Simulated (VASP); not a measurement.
# AlN (P6_3mc) in VASP: vibrations by perturbation theory with LDA

Aim: the vibrations by perturbation theory of AlN with LDA.

Everything below comes from runs of VASP 6.6.1. Logs are shortened: lines on timing, memory, paths and dates and some standing lists are left out, and cuts for length are marked.

## 1. The cell of the first run

Symmetry: P6_3mc, No. 186, hexagonal system. Conventional cell: a = 3.059 Å, b = 3.059 Å, c = 4.884 Å, α = 90.00°, β = 90.00°, γ = 120.00°. Al (site symmetry 3m) has 4 N at 1.86 to 1.87 Å within 2.5 Å. N (site symmetry 3m) has 4 Al at 1.86 to 1.87 Å within 2.5 Å.

## 2. Vibrations by perturbation theory, LDA

INCAR

```
SYSTEM = AlN
  ALGO = Normal
  EDIFF = 1E-8
  ENCUT = 520
  IBRION = 8
  ISIF = 2
  ISMEAR = 0
  LASPH = .TRUE.
  LCHARG = .FALSE.
  LEPSILON = .TRUE.
  LREAL = .FALSE.
  LWAVE = .FALSE.
  NELM = 60
  NSW = 1
  PREC = Accurate
  SIGMA = 0.01
```

KPOINTS

```
k-points
0
G
  12 12 6
  0 0 0
```

POSCAR

```
AlN
1.0
    3.0590310360      0.0000000000      0.0000000000
   -1.5295155180      2.6491985881      0.0000000000
    0.0000000000      0.0000000000      4.8838965622
Al N
2 2
Direct
    0.3333333333      0.6666666667      0.0011544914
    0.6666666667      0.3333333333      0.5011544914
    0.3333333333      0.6666666667      0.3838455086
    0.6666666667      0.3333333333      0.8838455086
```

Potentials or basis: VASP PAW LDA potentials, release 64 (Al, N).

Started as:

```console
$ cat potpaw_LDA.64/Al/POTCAR potpaw_LDA.64/N/POTCAR > POTCAR
$ mpirun -np 1 vasp_std > vasp.out
```

OUTCAR:

```text
SYSTEM = AlN
   EDIFF = 1E-8
   ENCUT = 520
   IBRION = 8
   ISIF = 2
   ISMEAR = 0
   LASPH = .TRUE.
   LEPSILON = .TRUE.
   LREAL = .FALSE.
   NELM = 60
   NSW = 1
   PREC = Accurate

 ion  position               nearest neighbor table
   1  0.333  0.667  0.001-   4 1.86   4 1.86   4 1.86   3 1.87   2 3.01   2 3.01   2 3.01   2 3.01
                             2 3.01   2 3.01
   2  0.667  0.333  0.501-   3 1.86   3 1.86   3 1.86   4 1.87   1 3.01   1 3.01   1 3.01   1 3.01
                             1 3.01   1 3.01
   3  0.333  0.667  0.384-   2 1.86   2 1.86   2 1.86   1 1.87
   4  0.667  0.333  0.884-   1 1.86   1 1.86   1 1.86   2 1.87

  LATTYP: Found a hexagonal cell.
 ALAT       =     3.0590310360
 C/A-ratio  =     1.5965501836

  Lattice vectors:

 A1 = (   3.0590310360,   0.0000000000,   0.0000000000)
 A2 = (  -1.5295155180,   2.6491985881,   0.0000000000)
 A3 = (   0.0000000000,   0.0000000000,   4.8838965622)

Analysis of symmetry for initial positions (statically):
=====================================================================
 Subroutine PRICEL returns:
 Original cell was already a primitive cell.

 Routine SETGRP: Setting up the symmetry group for a
 hexagonal supercell.

 Subroutine GETGRP returns: Found 12 space group operations
 (whereof  6 operations were pure point group operations)
 out of a pool of 24 trial point group operations.

The static configuration has the point symmetry C_3v.
 The point group associated with its full space group is C_6v.

Analysis of symmetry for dynamics (positions and initial velocities):
=====================================================================
 Subroutine PRICEL returns:
 Original cell was already a primitive cell.

 Routine SETGRP: Setting up the symmetry group for a
 hexagonal supercell.

 Subroutine GETGRP returns: Found 12 space group operations
 (whereof  6 operations were pure point group operations)
[... 635 lines left out ...]
 ion    1
    1     2.50425    -0.00000     0.00000
    2     0.00000     2.50425    -0.00000
    3     0.00000     0.00000     2.67195
 ion    2
    1     2.50425     0.00000     0.00000
    2     0.00000     2.50425     0.00000
    3     0.00000    -0.00000     2.67195
 ion    3
    1    -2.50425     0.00000     0.00000
    2     0.00000    -2.50425     0.00000
    3     0.00000    -0.00000    -2.67195
 ion    4
    1    -2.50425    -0.00000     0.00000
    2     0.00000    -2.50425     0.00000
    3     0.00000     0.00000    -2.67195

 INTERNAL STRAIN TENSOR FOR ION    4 for displacements in x,y,z  (eV/Angst):
          X           Y           Z          XY          YZ          ZX
  --------------------------------------------------------------------------------
  x     0.00000     0.00000     0.00000    12.95469     0.00000     6.64428
  y    12.95469   -12.95469     0.00000     0.00000     6.66209    -0.00000
  z     7.00021     7.00021   -15.50828     0.00000    -0.00000     0.00000

 SECOND DERIVATIVES (NOT SYMMETRIZED)
 ------------------------------------
               1X          1Y          1Z          2X          2Y          2Z          3X          3Y          3Z          4X          4Y          4Z
  1X   -18.138273    0.000000   -0.000000    0.721937    0.000000   -0.000000    1.413149    0.000000    0.000000   16.003187    0.000000    0.000000
  1Y     0.000000  -18.138273    0.000000    0.000000    0.721937    0.000000    0.000000    1.413149    0.000000   -0.000000   16.003187    0.000000
  1Z     0.000000    0.000000  -23.434391    0.000000   -0.000000    8.963382    0.000000   -0.000000    7.874479    0.000000    0.000000    6.596530
  2X     0.721937   -0.000000    0.000000  -18.138273    0.000000    0.000000   16.003187    0.000000    0.000000    1.413149    0.000000    0.000000
  2Y    -0.000000    0.721937    0.000000   -0.000000  -18.138273    0.000000   -0.000000   16.003187   -0.000000   -0.000000    1.413149    0.000000
  2Z     0.000000    0.000000    8.963382    0.000000    0.000000  -23.434391    0.000000   -0.000000    6.596530    0.000000    0.000000    7.874479
  3X     1.412173    0.000000   -0.000000   16.002142    0.000000    0.000000  -18.233934    0.000000   -0.000000    0.819618    0.000000    0.000000
  3Y    -0.000000    1.412173    0.000000   -0.000000   16.002142    0.000000   -0.000000  -18.233934    0.000000    0.000000    0.819618    0.000000
  3Z     0.000000    0.000000    7.843777    0.000000    0.000000    6.624663    0.000000   -0.000000  -22.103526    0.000000    0.000000    7.635086
  4X    16.002142    0.000000    0.000000    1.412173   -0.000000    0.000000    0.819618    0.000000    0.000000  -18.233934    0.000000    0.000000
  4Y     0.000000   16.002142    0.000000   -0.000000    1.412173    0.000000    0.000000    0.819618    0.000000   -0.000000  -18.233934   -0.000000
  4Z     0.000000    0.000000    6.624663    0.000000   -0.000000    7.843777    0.000000    0.000000    7.635086    0.000000    0.000000  -22.103526

 Eigenvectors and eigenvalues of the dynamical matrix
 ----------------------------------------------------

   1 f  =   22.807926 THz   143.306428 2PiTHz  760.790534 cm-1    94.325962 meV
             X         Y         Z           dx          dy          dz
     -0.000000  1.766132  0.005638     0.000000   -0.000000    0.048845
      1.529516  0.883066  2.447587     0.000000   -0.000000   -0.048845
     -0.000000  1.766132  1.874662    -0.000000    0.000000   -0.705418
      1.529516  0.883066  4.316610    -0.000000    0.000000    0.705418
[... 71 lines left out ...]
  12 f/i=    0.000825 THz     0.005182 2PiTHz    0.027510 cm-1     0.003411 meV
             X         Y         Z           dx          dy          dz
     -0.000000  1.766132  0.005638     0.000000    0.000000    0.573726
      1.529516  0.883066  2.447587     0.000000    0.000000    0.573726
     -0.000000  1.766132  1.874662     0.000000    0.000000    0.413327
      1.529516  0.883066  4.316610     0.000000    0.000000    0.413327

--------------------------------------------------------------------------------------------------------

 MACROSCOPIC STATIC DIELECTRIC TENSOR IONIC CONTRIBUTION
 ------------------------------------------------------
           3.292726     0.000000     0.000000
           0.000000     3.292726     0.000000
           0.000000     0.000000     4.511566
 ------------------------------------------------------

 ELASTIC MODULI CONTR FROM IONIC RELAXATION (kBar)
 Direction    XX          YY          ZZ          XY          YZ          ZX
 --------------------------------------------------------------------------------
 XX        -997.1563    447.7870    608.5685     -0.0000      0.0000     -0.0000
 YY         447.7870   -997.1563    608.5685      0.0000     -0.0000      0.0000
 ZZ         608.5685    608.5685  -1348.2935      0.0000      0.0000      0.0000
 XY          -0.0000      0.0000      0.0000   -722.4717     -0.0000     -0.0000
 YZ           0.0000     -0.0000      0.0000     -0.0000   -190.3511     -0.0000
 ZX          -0.0000      0.0000      0.0000     -0.0000     -0.0000   -201.1688
 --------------------------------------------------------------------------------

 PIEZOELECTRIC TENSOR IONIC CONTR  for field in x, y, z        (C/m^2)
          XX          YY          ZZ          XY          YZ          ZX
  --------------------------------------------------------------------------------
  x    -0.00000     0.00000     0.00000    -0.00000    -0.00000    -0.76583
  y     0.00000    -0.00000     0.00000    -0.00000    -0.74495    -0.00000
  z    -1.04750    -1.04750     2.32075    -0.00000    -0.00000    -0.00000
```

stdout:

```text
POSCAR found type information on POSCAR AlN
 POSCAR found :  2 types and       4 ions
 scaLAPACK will be used
 LDA part: xc-table for (Slater(with rela. corr.)+CA(PZ))
 , standard interpolation
 POSCAR, INCAR and KPOINTS ok, starting setup
 FFT: planning ... GRIDC
 FFT: planning ... GRID_SOFT
 FFT: planning ... GRID
[... 33 lines left out ...]
 first order change of Fermi-energy  -0.85070E+01
 force on displaced ion       1 direction 3 :   0.000  -0.000 -23.434
 Born effective charge ion    1 direction 3 :   0.000   0.000   2.672
 Linear response progress:
 first order change of Fermi-energy  -0.26152E-01
 force on displaced ion       3 direction 1 : -18.234  -0.000  -0.000
 Born effective charge ion    3 direction 1 :  -2.504   0.000   0.000
 Linear response progress:
 first order change of Fermi-energy   0.85087E+01
 force on displaced ion       3 direction 3 :   0.000  -0.000 -22.104
 Born effective charge ion    3 direction 3 :   0.000  -0.000  -2.672
 Born effective charges drift removed
 Linear response finished
```

It used 1500 s of CPU time on 1 thread of AMD EPYC 7R13 Processor (Zen 3), on a shared host.

Results:

```
Electronic dielectric tensor (diagonal)                 : 4.34, 4.34, 4.57
Born charges (mean of the diagonal)                     : Al +2.56; N -2.56 e
Highest phonon frequency at Γ, LO-TO splitting left out : 761 cm⁻¹
```

Phonon frequencies in cm⁻¹ (negative: imaginary):
| q point | frequencies |
| --- | --- |
| (0.000, 0.000, 0.000) | 0 0 0 239 239 570 653 709 709 717 717 761 |

Electronic dielectric tensor:
```
4.34 0.00 0.00
0.00 4.34 0.00
0.00 0.00 4.57
```

Born effective charge tensors (e):
atom 1, Al
```
2.50 0.00 0.00
0.00 2.50 0.00
0.00 0.00 2.67
```
atom 2, Al
```
2.50 0.00 0.00
0.00 2.50 0.00
0.00 0.00 2.67
```
atom 3, N
```
-2.50  0.00  0.00
 0.00 -2.50  0.00
 0.00  0.00 -2.67
```
atom 4, N
```
-2.50  0.00  0.00
 0.00 -2.50  0.00
 0.00  0.00 -2.67
```

Caveat: the cell wasn't relaxed at this level first, which shifts response properties.
